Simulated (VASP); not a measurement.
Input of a VASP 6.6.1 run:

Contents of POSCAR:

```
C
1.0
    2.5031953547      0.0000000000      0.0000000000
   -1.2515976774      2.1678307678      0.0000000000
    0.0000000000      0.0000000000      4.1688692743
C
4
Direct
    0.3333333333      0.6666666667      0.0002313159
    0.6666666667      0.3333333333      0.5002313159
    0.3333333333      0.6666666667      0.3747686841
    0.6666666667      0.3333333333      0.8747686841
```

File INCAR.step1:

```
  PREC = Accurate
  ENCUT = 520
  EDIFF = 1E-5
  ISMEAR = 0
  SIGMA = 0.01
  LREAL = F
  LASPH = T
  NELM = 80
  ALGO = Normal
  ISIF = 2
  LWAVE = T
  LCHARG = F
  NBANDS = 16
  GGA = PE
```

INCAR.step2

```
  PREC = Accurate
  ENCUT = 520
  EDIFF = 1E-6
  ISMEAR = 0
  SIGMA = 0.01
  LREAL = F
  LASPH = T
  NELM = 80
  ALGO = Normal
  ISIF = 2
  LWAVE = F
  LCHARG = F
  GGA = PE
  LHFCALC = T
  HFSCREEN = 0.2079
  PRECFOCK = Normal
  NBANDS = 16
  ISTART = 1
```

KPOINTS

```
Automatic mesh
0
Gamma
  9 9 4
```

Potentials or basis: VASP PAW PBE potentials, release 64 (C).

Run with:

```console
$ cat potpaw_PBE.64/C/POTCAR > POTCAR
$ cp INCAR.step1 INCAR
$ mpirun -np 1 vasp_std > vasp.out
$ cp INCAR.step2 INCAR
$ mpirun -np 1 vasp_std > vasp.out
```

(1) Estimate the band gap on the k mesh.

(2) Predict the pressure.

Answers

(1) 4.37 eV (least direct gap 6.33 eV).

(2) -4.9 GPa.

Caveat: the cell stands under tension; the PAW data sets were made with another functional, which shifts forces and pressure a little.
